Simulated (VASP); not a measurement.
Here is a VASP 6.6.1 calculation.

The input INCAR:

```
SYSTEM = Ta
PREC     = Accurate       ! precision mode
ENCUT    = 500            ! plane-wave cutoff, eV
EDIFF    = 1E-6           ! SCF threshold, eV
ISMEAR   = -1             ! smearing method
SIGMA    = 0.08           ! smearing width, eV
LREAL    = .FALSE.        ! projectors in reciprocal space
LASPH    = .TRUE.         ! aspherical terms in the spheres
NELM     = 120            ! most SCF steps
ALGO     = Normal         ! electronic algorithm
ISIF     = 2              ! what is computed and relaxed
LWAVE    = .FALSE.        ! write WAVECAR
LCHARG   = .FALSE.        ! write CHGCAR
GGA      = PE             ! functional
NBANDS   = 26             ! bands
GGA_COMPAT= .FALSE.
```

KPOINTS

```
regular mesh
0
G
  10 10 14
  0 0 0
```

The input POSCAR:

```
Ta
1.0
    3.8309395330      0.0000000000      0.0000000000
   -1.9154697665      3.3176909560      0.0000000000
    0.0000000000      0.0000000000      2.2111762057
Ta
3
Direct
    0.0000000000      0.0000000000      0.0000000000
    0.3333333333      0.6666666667      0.5000000000
    0.6666666667      0.3333333333      0.5000000000
```

Potentials or basis: VASP PAW PBE potentials, release 64 (Ta_sv_GW).

Launch:

```sh
$ cat potpaw_PBE.64/Ta_sv_GW/POTCAR > POTCAR
$ mpirun -np 1 vasp_std > vasp.out
```

Problem. Predict the pressure.

Solution. 483.9 GPa.

Problem. What does it give for the band gap on the k mesh?

Solution. Zero (an odd number of electrons rules out a gap without spin polarisation).

Stress tensor (GPa, compression positive):
```
483.32   0.00   0.00
  0.00 483.32   0.00
  0.00   0.00 485.02
```

Caveat: the cell stands under pressure; spin-orbit coupling is left out, which moves the levels of the heavy elements.
